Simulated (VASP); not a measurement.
Set up this calculation in VASP 6.6.1, as the native input.

- Task: single point
- Functional: r2SCAN
- Potentials or basis: VASP PAW PBE potentials, release 64 (Zr_sv, S)
- Cutoff: 520 eV
- k mesh: 10 × 10 × 13
- Occupations: gaussian, width 0.1 eV
- Spin: no spin polarisation
- Dipole correction: no
- Further INCAR settings: ALGO = Normal; EDIFF = 1e-06; NBANDS = 16; ISYM = 0

The system is ZrS.

```
Zr S
1.0
     3.61502    0.00000    0.00000
     0.00000    3.61502    0.00000
     1.80751    1.80751    2.68162
Zr S
1 1
Direct
  0.00000 0.00000 0.00000
  0.50000 0.50000 0.00000
```

These files were run (other wordings do the same):

POSCAR

```
ZrS
1.0
    3.6150163525      0.0000000000      0.0000000000
    0.0000000000      3.6150163525      0.0000000000
    1.8075081762      1.8075081762      2.6816157799
Zr S
1 1
Direct
    0.0000000000      0.0000000000      0.0000000000
    0.5000000000      0.5000000000      0.0000000000
```

INCAR.step1

```
SYSTEM = ZrS
  PREC = Accurate
  ENCUT = 520
  ISMEAR = 0
  SIGMA = 0.1
  LREAL = .False.
  LASPH = .True.
  NELM = 80
  ISYM = 0
  NBANDS = 16
  GGA = PE
  ALGO = Normal
  EDIFF = 1E-4
  LWAVE = .True.
  LCHARG = .False.
```

INCAR.step2

```
SYSTEM = ZrS
  PREC = Accurate
  ENCUT = 520
  EDIFF = 1E-6
  ISMEAR = 0
  SIGMA = 0.1
  LREAL = .False.
  LASPH = .True.
  NELM = 80
  ALGO = Normal
  ISIF = 2
  LWAVE = .False.
  LCHARG = .False.
  METAGGA = R2SCAN
  LMIXTAU = .True.
  ISYM = 0
  NBANDS = 16
  ISTART = 1
```

KPOINTS

```
Automatic mesh
0
Gamma
  10 10 13
  0 0 0
```

Potentials or basis: VASP PAW PBE potentials, release 64 (Zr_sv, S).

Launch:

```sh
$ cat potpaw_PBE.64/Zr_sv/POTCAR potpaw_PBE.64/S/POTCAR > POTCAR
$ cp INCAR.step1 INCAR
$ mpirun -np 1 vasp_std > vasp.out
$ cp INCAR.step2 INCAR
$ mpirun -np 1 vasp_std > vasp.out
```

It gave:

| Property | Result |
| --- | --- |
| Pressure | 3.3 GPa |
| Band gap on the k mesh | zero (bands 9 and 10 overlap by 2.81 eV) |

Caveat: the cell stands under pressure; the PAW data sets were made with another functional, which shifts forces and pressure a little.

Run time: 55 min on 1 thread of AMD EPYC 7571, with other jobs on the host, peak memory 0.43 GiB.
